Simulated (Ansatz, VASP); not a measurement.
**KTaSe3 in VASP and in Ansatz**

```
K Ta Se
1.0
     5.11451    0.00000    0.00000
     0.00000    5.11451    0.00000
     0.00000    0.00000    5.11451
K Ta Se
1 1 3
Direct
  0.00000 0.00000 0.00000
  0.50000 0.50000 0.50000
  0.00000 0.50000 0.50000
  0.50000 0.00000 0.50000
  0.50000 0.50000 0.00000
```

Change from the starting cell: species swapped into the TlCuCl3 type (Pm-3m, No. 221).

Alike in both runs: functional PBE; k mesh 8 × 8 × 8; occupations gaussian, width 0.1 eV; no spin polarisation.

Ansatz relaxed the structure, and its values are those at the end. VASP's run is a single point on that final structure, the one shown.

|  | VASP | Ansatz |
| --- | --- | --- |
| version | VASP 6.6.1 | Ansatz 0.2.0 |
| potentials or method | VASP PAW PBE potentials, release 64 (K_sv, Ta_pv, Se), cutoff 520 eV | scalar-relativistic, plane waves, PAW |
| valence electrons in the cell | 38 | 70 |

VASP gave:

* gap on the k mesh at the Fermi level (eV): none
* pressure (GPa): 0.1

Q: What did Ansatz give for the same quantities?

A: gap on the k mesh at the Fermi level (eV): none; pressure (GPa): 0.0.

A gap of «none» marks a metal or a gap that the smearing closes. VASP's potentials hold 38 valence electrons a cell and Ansatz's 70, so a difference there can come from the potentials and not from the codes.

Spin-orbit coupling is off throughout.
